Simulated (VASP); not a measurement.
# TaN (P6_3mc) in VASP: further runs, part 2 of 2

VASP 6.6.1. The steps go on from the part before.

### 5 Single point, LDA (volume scaled by 0.96)

Contents of INCAR:

```
ALGO = Normal
EDIFF = 1E-6
ENCUT = 520
ISIF = 2
ISMEAR = -1
LASPH = T
LCHARG = F
LREAL = F
LWAVE = F
NBANDS = 24
NELM = 60
PREC = Accurate
SIGMA = 0.03
```

Contents of KPOINTS:

```
k-points
0
Gamma
  9 9 5
```

Contents of POSCAR:

```
TaN
1.0
    3.0087798064      0.0000000000      0.0000000000
   -1.5043899033      2.6056797468      0.0000000000
    0.0000000000      0.0000000000      4.8732350589
Ta N
2 2
Direct
    0.3333333333      0.6666666667      0.0000000000
    0.6666666667      0.3333333333      0.5000000000
    0.3333333333      0.6666666667      0.3850000000
    0.6666666667      0.3333333333      0.8850000000
```

Potentials or basis: VASP PAW LDA potentials, release 64 (Ta_pv, N).

The run is started by

```
cat potpaw_LDA.64/Ta_pv/POTCAR potpaw_LDA.64/N/POTCAR > POTCAR
mpirun -np 1 vasp_std > vasp.out
```

OUTCAR:

```text
EDIFF = 1E-6
   ENCUT = 520
   ISIF = 2
   ISMEAR = -1
   LASPH = T
   LREAL = F
   NELM = 60
   PREC = Accurate

 ion  position               nearest neighbor table
   1  0.333  0.667  0.000-   4 1.83   4 1.83   4 1.83   3 1.88   2 2.99   2 2.99   2 2.99   2 2.99
                             2 2.99   2 2.99
   2  0.667  0.333  0.500-   3 1.83   3 1.83   3 1.83   4 1.88   1 2.99   1 2.99   1 2.99   1 2.99
                             1 2.99   1 2.99
   3  0.333  0.667  0.385-   2 1.83   2 1.83   2 1.83   1 1.88
   4  0.667  0.333  0.885-   1 1.83   1 1.83   1 1.83   2 1.88

  LATTYP: Found a hexagonal cell.
 ALAT       =     3.0087798064
 C/A-ratio  =     1.6196715521

  Lattice vectors:

 A1 = (   3.0087798064,   0.0000000000,   0.0000000000)
 A2 = (  -1.5043899033,   2.6056797468,   0.0000000000)
 A3 = (   0.0000000000,   0.0000000000,   4.8732350589)

Analysis of symmetry for initial positions (statically):
=====================================================================
 Subroutine PRICEL returns:
 Original cell was already a primitive cell.

 Routine SETGRP: Setting up the symmetry group for a
 hexagonal supercell.

 Subroutine GETGRP returns: Found 12 space group operations
 (whereof  6 operations were pure point group operations)
 out of a pool of 24 trial point group operations.

The static configuration has the point symmetry C_3v.
 The point group associated with its full space group is C_6v.

Analysis of symmetry for dynamics (positions and initial velocities):
=====================================================================
 Subroutine PRICEL returns:
 Original cell was already a primitive cell.

 Routine SETGRP: Setting up the symmetry group for a
 hexagonal supercell.

 Subroutine GETGRP returns: Found 12 space group operations
 (whereof  6 operations were pure point group operations)
 out of a pool of 24 trial point group operations.

The dynamic configuration has the point symmetry C_3v.
 The point group associated with its full space group is C_6v.

 Subroutine INISYM returns: Found 12 space group operations
 (whereof  6 operations are pure point group operations),
 and found     1 'primitive' translations

----------------------------------------------------------------------------------------

                                     Primitive cell

  volume of cell :      38.2058

  direct lattice vectors                    reciprocal lattice vectors
     3.008779806  0.000000000  0.000000000     0.332360646  0.191888508  0.000000000
    -1.504389903  2.605679747  0.000000000     0.000000000  0.383777017  0.000000000
     0.000000000  0.000000000  4.873235059     0.000000000  0.000000000  0.205202496

  length of vectors
     3.008779806  3.008779807  4.873235059     0.383777017  0.383777017  0.205202496

  position of ions in fractional coordinates (direct lattice)
     0.333333333  0.666666667  0.000000000
     0.666666667  0.333333333  0.500000000
     0.333333333  0.666666667  0.385000000
     0.666666667  0.333333333  0.885000000

  ion indices of the primitive-cell ions
   primitive index   ion index
                 1           1
                 2           2
                 3           3
                 4           4

----------------------------------------------------------------------------------------

 KPOINTS: k-points

Automatic generation of k-mesh.
 Grid dimensions read from file:
 generate k-points for:    9    9    5

 Generating k-lattice:

  Cartesian coordinates                     Fractional coordinates (reciprocal lattice)
     0.036928961  0.021320945  0.000000000     0.111111111  0.000000000  0.000000000
     0.000000000  0.042641891  0.000000000     0.000000000  0.111111111  0.000000000
     0.000000000  0.000000000  0.041040499     0.000000000  0.000000000  0.200000000

  Length of vectors
     0.042641891  0.042641891  0.041040499

  Shift w.r.t. Gamma in fractional coordinates (k-lattice)
     0.000000000  0.000000000  0.000000000

 Subroutine IBZKPT returns following result:
 ===========================================

 Found     36 irreducible k-points:

 Following reciprocal coordinates:
            Coordinates               Weight
  0.000000  0.000000  0.000000      1.000000
  0.111111  0.000000  0.000000      6.000000
  0.222222  0.000000  0.000000      6.000000
  0.333333  0.000000  0.000000      6.000000
  0.444444  0.000000  0.000000      6.000000
  0.111111  0.111111  0.000000      6.000000
[... 16 lines left out ...]
  0.333333  0.222222  0.200000     24.000000
  0.333333  0.333333  0.200000      4.000000
 [... further k-points ...]
   k-points           NKPTS =     36   k-points in BZ     NKDIM =     36   number of bands    NBANDS=     24
   number of dos      NEDOS =    301   number of ions     NIONS =      4
   total plane-waves  NPLWV =  20736
   dimension x,y,z NGX =    24 NGY =   24 NGZ =   36
   dimension x,y,z NGXF=    48 NGYF=   48 NGZF=   72
   ions per type =               2   2
   NGX,Y,Z   is equivalent  to a cutoff of  13.26, 13.26, 12.28 a.u.
   NGXF,Y,Z  is equivalent  to a cutoff of  26.52, 26.52, 24.56 a.u.
 SYSTEM =  unknown system
   PREC   = accura    normal or accurate (medium, high low for compatibility)
   ISTART =      0    job   : 0-new  1-cont  2-samecut
   ICHARG =      2    charge: 1-file 2-atom 10-const
   ISPIN  =      1    spin polarized calculation?
   LNONCOLLINEAR =      F non collinear calculations
   LSORBIT =      F    spin-orbit coupling
   LASPH  =      T    aspherical Exc in radial PAW
   ENCUT  =  520.0 eV  38.22 Ry    6.18 a.u.   5.59  5.59  9.06*2*pi/ulx,y,z
   NELM   =     60;   NELMIN=  2; NELMDL= -5     # of ELM steps
   EDIFF  = 0.1E-05   stopping-criterion for ELM
   LREAL  =      F    real-space projection
   EDIFFG = 0.1E-04   stopping-criterion for IOM
   NSW    =      0    number of steps for IOM
   IBRION =     -1    ionic relax: 0-MD 1-quasi-New 2-CG
   NFREE  =      0    steps in history (QN), initial steepest desc. (CG)
   ISIF   =      2    stress and relaxation
   ISYM   =      2    0-nonsym 1-usesym 2-fastsym
   POTIM  = 0.5000    time-step for ionic-motion
   TEBEG  =    0.0;   TEEND  =   0.0 temperature during run
   PSTRESS=    0.0 pullay stress
   NELECT =      32.0000    total number of electrons
   NUPDOWN=      -1.0000    fix difference up-down
   EMIN   =  10.00;   EMAX   =-10.00  energy-range for DOS
   EFERMI =   0.00;   METHOD = LEGACY
   ISMEAR =    -1;   SIGMA  =   0.03  broadening in eV -4-tet -1-fermi 0-gaus
   EFERMI_NEDOS =   21; number of points for ismear=-14 and -15
   IALGO  =     38    algorithm
   IMIX   =      4    mixing-type and parameters
     AMIX     =   0.40;   BMIX     =  1.00
     AMIX_MAG =   1.60;   BMIX_MAG =  1.00
  volume/ion in A,a.u.               =       9.55        64.46
  Fermi-wavevector in a.u.,A,eV,Ry     =   1.543175  2.916178 32.400772  2.381390
  Thomas-Fermi vector in A             =   2.648875
   LORBIT       =      0    0 simple, 1 ext, 2 COOP (PROOUT), +10 PAW based schemes
   GGA     = CA    functional components
   LHFCALC =     F    Hartree Fock is set to
   AEXX    =    0.0000 exact exchange contribution
   IVDW    =     0    specifies the selected vdW correction
   LEPSILON=     F    determine dielectric tensor
   LRPA    =     F    only Hartree local field effects (RPA)
 non-spin polarized calculation
  energy-cutoff  :      520.00
  volume of cell :       38.21
 maximum number of plane-waves:      1046
 NGX is ok and might be reduce to    24
   NGX = 11   NGY = 11   NGZ = 19

 number of electron      31.9999996 magnetization

 Free energy of the ion-electron system (eV)
  ---------------------------------------------------
  ext. energy  EPLUGINS =         0.00000000
  ---------------------------------------------------
  free energy    TOTEN  =       -41.63478180 eV

  energy without entropy =      -41.62698615  energy(sigma->0) =      -41.63088397

 E-fermi :  10.1171     XC(G=0): -13.9917

 val. band max:       10.1116387625   @ k =   0.1111   0.0000   0.4000
 cond. band min:      10.1278619457   @ k =   0.2222   0.0000   0.0000
 fundamental gap:      0.0162231833
 Fermi energy:        10.1171035447

 k-point     1 :       0.0000    0.0000    0.0000
  band No.  band energies     occupation
      1     -25.9354      2.00000
      2     -24.6569      2.00000
      3     -24.6569      2.00000
      4     -24.4313      2.00000
      5     -24.4313      2.00000
      6     -24.3477      2.00000
[... 637 lines left out ...]
     23      18.2378      0.00000
     24      18.2378      0.00000

 [... further k-points ...]
[... 5 lines left out ...]
  --------------------------------------------------------------------------------------
  -------------------------------------------------------------------------------------
  Total       39.0119509     39.0119509     31.6691116     -0.0000000      0.0000000      0.0000000
  in kB     1635.9854915   1635.9854916   1328.0598874     -0.0000001      0.0000000      0.0000000
  external PRESSURE =    1533.3436235 kB  Pullay stress =       0.0000000 kB

 VOLUME and BASIS-vectors are now :
 -----------------------------------------------------------------------------
  energy-cutoff  :      520.00
  volume of cell :       38.21
      direct lattice vectors                 reciprocal lattice vectors
     3.008779806  0.000000000  0.000000000     0.332360646  0.191888508  0.000000000
    -1.504389903  2.605679747  0.000000000     0.000000000  0.383777017  0.000000000
     0.000000000  0.000000000  4.873235059     0.000000000  0.000000000  0.205202496

 POSITION                                       TOTAL-FORCE (eV/Angst)
 -----------------------------------------------------------------------------------
     -0.00000      1.73712      0.00000        -0.000000     -0.000000      2.350459
      1.50439      0.86856      2.43662         0.000000     -0.000000      2.350459
     -0.00000      1.73712      1.87620         0.000000     -0.000000     -2.350459
      1.50439      0.86856      4.31281        -0.000000      0.000000     -2.350459
 -----------------------------------------------------------------------------------
    total drift:                               -0.000000      0.000000     -0.000087

  FREE ENERGIE OF THE ION-ELECTRON SYSTEM (eV)
  ---------------------------------------------------
  free  energy   TOTEN  =       -41.6347817970 eV

  energy  without entropy=      -41.6269861514  energy(sigma->0) =      -41.63088397
```

Run time: 22 s. Hardware: 1 thread of Intel Xeon Platinum 8488C (Sapphire Rapids), shared host; peak memory 0.15 GiB.

Results:

```
Free energy            : -41.6348 eV
Pressure               : 153.3 GPa
Largest force          : 2.350 eV/Å
Band gap on the k mesh : zero (band 16 reaches 10.65 eV, above the bottom of band 17 at 8.37 eV)
```

Forces on the atoms (eV/Å):
```
Ta   0.000  0.000  2.350
Ta   0.000  0.000  2.350
N    0.000  0.000 -2.350
N    0.000  0.000 -2.350
```

Stress tensor (GPa, compression positive):
```
163.60   0.00   0.00
  0.00 163.60   0.00
  0.00   0.00 132.81
```

Caveat: spin-orbit coupling is left out, which moves the levels of the heavy elements; forces of over 1 eV/Å act on the atoms, so gaps and moduli don't describe the material at rest.

### 6 Overview

| cell | gap on the mesh (eV) | pressure (GPa) | largest force (eV/Å) |
| --- | --- | --- | --- |
| a = 2.989, b = 2.989, c = 4.940 Å, angles 90.0, 90.0, 120.0°, 4 atoms | none | 154.6 | 3.51 |
| a = 3.081, b = 3.081, c = 4.940 Å, angles 90.0, 90.0, 120.0°, 4 atoms | none | 108.1 | 1.69 |
| a = 3.111, b = 3.111, c = 4.940 Å, angles 90.0, 90.0, 120.0°, 4 atoms | none | 95.0 | 1.20 |
| a = 3.009, b = 3.009, c = 4.873 Å, angles 90.0, 90.0, 120.0°, 4 atoms | none | 153.3 | 2.35 |

Alike in all rows: task single point; level LDA; potentials or basis VASP PAW LDA potentials, release 64 (Ta_pv, N); no spin polarisation; k mesh 9 × 9 × 5; cutoff (eV) 520; smearing fermi-dirac 0.03 eV.

Caveats: spin-orbit coupling is left out, which moves the levels of the heavy elements; forces of over 1 eV/Å act on the atoms, so gaps and moduli don't describe the material at rest.

Total energies depend on the potentials used, so only differences within one code and one set of settings carry meaning.
